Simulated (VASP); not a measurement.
## MgGe2: single point with RPBE

MgGe2:

```
Ge Mg
1.0
     5.52149   -1.84985    0.00000
     5.52149    1.84985    0.00000
    -3.21762    0.00000    6.00777
Ge Mg
4 2
Cartesian
  4.8996 0.0000 1.7640
  2.9258 0.0000 4.2438
  6.5513 0.0000 5.9203
  1.2740 0.0000 0.0875
  7.8794 0.0000 2.0982
  -0.0541 0.0000 3.9095
```

- Program: VASP 6.6.1
- Task: single point
- Functional: RPBE
- Potentials or basis: VASP PAW PBE potentials, release 64 (Ge_d, Mg)
- Cutoff: 520 eV
- k mesh: 8 × 8 × 5
- Occupations: fermi-dirac, width 0.05 eV
- Spin: no spin polarisation
- Dipole correction: no
- Further INCAR settings: ALGO = Normal; EDIFF = 1e-06; NBANDS = 39

```yaml
Pressure: 1.0 GPa
Largest_force: 0.136 eV/Å
Band_gap_on_the_k_mesh: zero (bands 30 and 31 overlap by 1.85 eV)
```

Forces in eV/Å, atoms in the order of the input:
```
Ge  -0.121  0.000  0.062
Ge   0.121  0.000 -0.062
Ge  -0.060  0.000 -0.019
Ge   0.060  0.000  0.019
Mg  -0.024  0.000  0.016
Mg   0.024  0.000 -0.016
```

Stress tensor (GPa, compression positive):
```
0.79 0.00 0.02
0.00 1.52 0.00
0.02 0.00 0.55
```

Levels at points of the mesh, in eV from the Fermi level:
```tsv
k point	band 26	band 27	band 28	band 29	band 30	band 31	band 32	band 33	band 34	band 35
(0.00, 0.00, 0.00)	-3.49	-3.05	-0.69	0.21	1.11	1.16	2.42	2.58	2.70	3.49
(0.50, 0.00, 0.00)	-4.01	-3.73	-3.06	-1.31	-1.23	-0.54	0.53	1.75	2.54	3.37
(0.50, 0.50, 0.00)	-2.09	-1.22	-1.08	0.41	0.49	1.17	1.75	2.80	3.15	3.46
```

It took 4.8 min on 1 thread of Intel(R) Xeon(R) 6975P-C (Granite Rapids) (shared host), peak memory 0.57 GiB.

Caveat: the PAW data sets were made with another functional, which shifts forces and pressure a little.
